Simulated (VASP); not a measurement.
# Co: single point with LDA

Co:

```
Co
1.0
     2.70042    0.00000    0.00000
     0.00000    2.70042    0.00000
     0.00000    0.00000    2.70042
Co
2
Direct
  0.00000 0.00000 0.00000
  0.50000 0.50000 0.50000
```

This isn't the form of Co at room conditions, which is hcp.

```json
{
 "Program": "VASP 6.6.1",
 "Task": "single point",
 "Functional": "LDA",
 "Potentials or basis": "VASP PAW LDA potentials, release 64 (Co_sv)",
 "Cutoff": "600 eV",
 "k mesh": "13 × 13 × 13",
 "Occupations": "fermi-dirac, width 0.05 eV",
 "Spin": "collinear spin, ferromagnetic start",
 "Starting moments": "[1.655, 1.655] μB"
}
```

```
Pressure                                              : 6.4 GPa
Net moment                                            : 3.22 μB per cell
Site moments                                          : Co +1.63 μB
Valence electrons inside the program's atomic spheres : Co 15.15
```

Levels at points of the mesh, in eV from the Fermi level:
Spin up:
| k point | band 17 | band 18 | band 19 | band 20 | band 21 | band 22 |
| --- | --- | --- | --- | --- | --- | --- |
| (0.00, 0.00, 0.00) | -0.40 | -0.40 | -0.40 | 10.19 | 10.19 | 10.19 |
Spin down:
```tsv
k point	band 13	band 14	band 15	band 16	band 17	band 18	band 19	band 20
(0.00, 0.00, 0.00)	-1.67	-1.67	0.21	0.21	1.20	1.20	1.20	10.49
```

Run time: 36 s on 1 thread of Intel(R) Xeon(R) 6975P-C (Granite Rapids), with other jobs on the host, peak memory 0.18 GiB.

Caveat: the cell stands under pressure.
